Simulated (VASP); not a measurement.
# Co (Fd-3m) in VASP: notebook

Co is run at these levels: r2SCAN; tasks: single point, relaxation of cell and atoms.

Program: VASP 6.6.1. These are calculated values, not measurements. Logs are shortened: lines on timing, memory, paths and dates and some standing lists are left out, and cuts for length are marked.

## (1) The cell of the first run

It takes space group Fd-3m (No. 227, cubic). The conventional cell has a = 4.917 Å, b = 4.917 Å, c = 4.917 Å, α = 90.00°, β = 90.00°, γ = 90.00°. Within 2.8 Å of Co (site symmetry -43m) lie 4 Co at 2.13 Å.

This isn't the form of Co at room conditions, which is hcp.

## (2) Single point, r2SCAN (14.86 Å³/atom)

The input, POSCAR:

```
Co
1.0
    0.0000000000      2.4586672351      2.4586672351
    2.4586672351      0.0000000000      2.4586672351
    2.4586672351      2.4586672351      0.0000000000
Co
2
Direct
    0.1250000000      0.1250000000      0.1250000000
    0.8750000000      0.8750000000      0.8750000000
```

The input, INCAR.step1:

```
ALGO = Normal
EDIFF = 1E-4
ENCUT = 520
GGA = PE
ISMEAR = -1
LASPH = True
LCHARG = False
LREAL = False
LWAVE = True
NBANDS = 16
NELM = 60
PREC = Accurate
SIGMA = 0.1
```

The input, INCAR.step2:

```
ALGO = Normal
EDIFF = 1E-6
ENCUT = 520
ISIF = 2
ISMEAR = -1
ISTART = 1
LASPH = True
LCHARG = False
LMIXTAU = True
LREAL = False
LWAVE = False
METAGGA = R2SCAN
NBANDS = 16
NELM = 60
PREC = Accurate
SIGMA = 0.1
```

The input, KPOINTS:

```
k-points
0
Gamma
  13 13 13
```

Potentials or basis: VASP PAW PBE potentials, release 64 (Co).

The run is started by

```
$ cat potpaw_PBE.64/Co/POTCAR > POTCAR
$ cp INCAR.step1 INCAR
$ mpirun -np 1 vasp_std > vasp.out
$ cp INCAR.step2 INCAR
$ mpirun -np 1 vasp_std > vasp.out
```

OUTCAR:

```text
EDIFF = 1E-6
   ENCUT = 520
   ISIF = 2
   ISMEAR = -1
   ISTART = 1
   LASPH = True
   LREAL = False
   METAGGA = R2SCAN
   NELM = 60
   PREC = Accurate

 ion  position               nearest neighbor table
   1  0.125  0.125  0.125-   2 2.13   2 2.13   2 2.13   2 2.13
   2  0.875  0.875  0.875-   1 2.13   1 2.13   1 2.13   1 2.13

  LATTYP: Found a face centered cubic cell.
 ALAT       =     4.9173344702

  Lattice vectors:

 A1 = (   0.0000000000,   2.4586672351,   2.4586672351)
 A2 = (   2.4586672351,   0.0000000000,   2.4586672351)
 A3 = (   2.4586672351,   2.4586672351,   0.0000000000)

Analysis of symmetry for initial positions (statically):
=====================================================================
 Subroutine PRICEL returns:
 Original cell was already a primitive cell.

 Routine SETGRP: Setting up the symmetry group for a
 face centered cubic supercell.

 Subroutine GETGRP returns: Found 48 space group operations
 (whereof 12 operations were pure point group operations)
 out of a pool of 48 trial point group operations.

The static configuration has the point symmetry D_3d.
 The point group associated with its full space group is O_h .

Analysis of symmetry for dynamics (positions and initial velocities):
=====================================================================
 Subroutine PRICEL returns:
 Original cell was already a primitive cell.

 Routine SETGRP: Setting up the symmetry group for a
 face centered cubic supercell.

 Subroutine GETGRP returns: Found 48 space group operations
 (whereof 12 operations were pure point group operations)
 out of a pool of 48 trial point group operations.

The dynamic configuration has the point symmetry D_3d.
 The point group associated with its full space group is O_h .

 Subroutine INISYM returns: Found 48 space group operations
 (whereof 12 operations are pure point group operations),
 and found     1 'primitive' translations

----------------------------------------------------------------------------------------

                                     Primitive cell

  volume of cell :      29.7255

  direct lattice vectors                    reciprocal lattice vectors
     0.000000000  2.458667235  2.458667235    -0.203362209  0.203362209  0.203362209
     2.458667235  0.000000000  2.458667235     0.203362209 -0.203362209  0.203362209
     2.458667235  2.458667235  0.000000000     0.203362209  0.203362209 -0.203362209

[... 82 lines left out ...]
   NELM   =     60;   NELMIN=  2; NELMDL=  0     # of ELM steps
   EDIFF  = 0.1E-05   stopping-criterion for ELM
   LREAL  =      F    real-space projection
   EDIFFG = 0.1E-04   stopping-criterion for IOM
   NSW    =      0    number of steps for IOM
   IBRION =     -1    ionic relax: 0-MD 1-quasi-New 2-CG
   NFREE  =      0    steps in history (QN), initial steepest desc. (CG)
   ISIF   =      2    stress and relaxation
   ISYM   =      2    0-nonsym 1-usesym 2-fastsym
   POTIM  = 0.5000    time-step for ionic-motion
   TEBEG  =    0.0;   TEEND  =   0.0 temperature during run
   PSTRESS=    0.0 pullay stress
   NELECT =      18.0000    total number of electrons
   NUPDOWN=      -1.0000    fix difference up-down
   EMIN   =  10.00;   EMAX   =-10.00  energy-range for DOS
   EFERMI =   0.00;   METHOD = LEGACY
   ISMEAR =    -1;   SIGMA  =   0.10  broadening in eV -4-tet -1-fermi 0-gaus
   EFERMI_NEDOS =   21; number of points for ismear=-14 and -15
   IALGO  =     38    algorithm
   IMIX   =      4    mixing-type and parameters
     AMIX     =   0.40;   BMIX     =  1.00
     AMIX_MAG =   1.60;   BMIX_MAG =  1.00
  volume/ion in A,a.u.               =      14.86       100.30
  Fermi-wavevector in a.u.,A,eV,Ry     =   1.385020  2.617307 26.099774  1.918279
  Thomas-Fermi vector in A             =   2.509469
   LORBIT       =      0    0 simple, 1 ext, 2 COOP (PROOUT), +10 PAW based schemes
   METAGGA = R2SCAN    functional components
   LHFCALC =     F    Hartree Fock is set to
   AEXX    =    0.0000 exact exchange contribution
   IVDW    =     0    specifies the selected vdW correction
   LEPSILON=     F    determine dielectric tensor
   LRPA    =     F    only Hartree local field effects (RPA)
 non-spin polarized calculation
  energy-cutoff  :      520.00
  volume of cell :       29.73
 maximum number of plane-waves:       821
 NGX is ok and might be reduce to    28
   NGX = 13   NGY = 13   NGZ = 13

 number of electron      17.9999991 magnetization

 Free energy of the ion-electron system (eV)
  ---------------------------------------------------
  ext. energy  EPLUGINS =         0.00000000
  ---------------------------------------------------
  free energy    TOTEN  =       -23.14980738 eV

  energy without entropy =      -23.00941979  energy(sigma->0) =      -23.07961359

 E-fermi :   6.2233     XC(G=0): -12.1193

 val. band max:        6.2222156302   @ k =   0.3077   0.1538   0.0769
 cond. band min:       6.2250024514   @ k =   0.4615   0.3846   0.0769
 fundamental gap:      0.0027868212
 Fermi energy:         6.2233163603

 k-point     1 :       0.0000    0.0000    0.0000
  band No.  band energies     occupation
      1      -0.9032      2.00000
      2       3.0591      2.00000
      3       3.0591      2.00000
      4       3.2237      2.00000
      5       3.2237      2.00000
      6       3.2237      2.00000
[... 433 lines left out ...]
      3       3.2264      2.00000
      4       3.2800      2.00000
      5       3.5031      2.00000
      6       3.7849      2.00000
[... 8 lines left out ...]
     15      18.0956      0.00000
     16      22.8446      0.00000

 [... further k-points ...]

------------------------ aborting loop because EDIFF is reached ----------------------------------------

  FORCE on cell =-STRESS in cart. coord.  units (eV):
  Direction    XX          YY          ZZ          XY          YZ          ZX
  --------------------------------------------------------------------------------------
  -------------------------------------------------------------------------------------
  Total       -1.0252917     -1.0252917     -1.0252917     -0.0000000     -0.0000000      0.0000000
  in kB      -55.2622737    -55.2622737    -55.2622737     -0.0000000     -0.0000000      0.0000000
  external PRESSURE =     -55.2622737 kB  Pullay stress =       0.0000000 kB

 VOLUME and BASIS-vectors are now :
 -----------------------------------------------------------------------------
  energy-cutoff  :      520.00
  volume of cell :       29.73
      direct lattice vectors                 reciprocal lattice vectors
     0.000000000  2.458667235  2.458667235    -0.203362209  0.203362209  0.203362209
     2.458667235  0.000000000  2.458667235     0.203362209 -0.203362209  0.203362209
     2.458667235  2.458667235  0.000000000     0.203362209  0.203362209 -0.203362209

 POSITION                                       TOTAL-FORCE (eV/Angst)
 -----------------------------------------------------------------------------------
      0.61467      0.61467      0.61467         0.000000      0.000000      0.000000
      4.30267      4.30267      4.30267        -0.000000     -0.000000     -0.000000
 -----------------------------------------------------------------------------------
    total drift:                                0.000000      0.000000     -0.000000

  FREE ENERGIE OF THE ION-ELECTRON SYSTEM (eV)
  ---------------------------------------------------
  free  energy   TOTEN  =       -23.1498073828 eV

  energy  without entropy=      -23.0094197943  energy(sigma->0) =      -23.07961359
```

OUTCAR.step1:

```text
EDIFF = 1E-4
   ENCUT = 520
   GGA = PE
   ISMEAR = -1
   LASPH = True
[... 679 lines left out ...]
      0.61467      0.61467      0.61467         0.000000     -0.000000     -0.000000
      4.30267      4.30267      4.30267        -0.000000      0.000000      0.000000
 -----------------------------------------------------------------------------------
    total drift:                                0.000000      0.000000     -0.000000

  FREE ENERGIE OF THE ION-ELECTRON SYSTEM (eV)
  ---------------------------------------------------
  free  energy   TOTEN  =       -11.4639895319 eV

  energy  without entropy=      -11.3201172125  energy(sigma->0) =      -11.39205337
```

It took 87 s on 1 thread of AMD EPYC 9R45 (Zen 5), shared host; peak memory 0.15 GiB.

Results:

```yaml
Free_energy: -23.1498 eV
Pressure: -5.5 GPa
Band_gap_on_the_k_mesh: zero (bands 9 and 10 overlap by 0.83 eV)
```

Caveat: the cell stands under tension; the PAW data sets were made with another functional, which shifts forces and pressure a little; the run has no spin polarisation, though such a crystal can be magnetic. Spin polarisation is off, so any magnetic state and its effect on volume and gap are missing.

[end of part 1 of 3]

The gap in the log of VASP goes by the Fermi energy; the results here count the filled bands.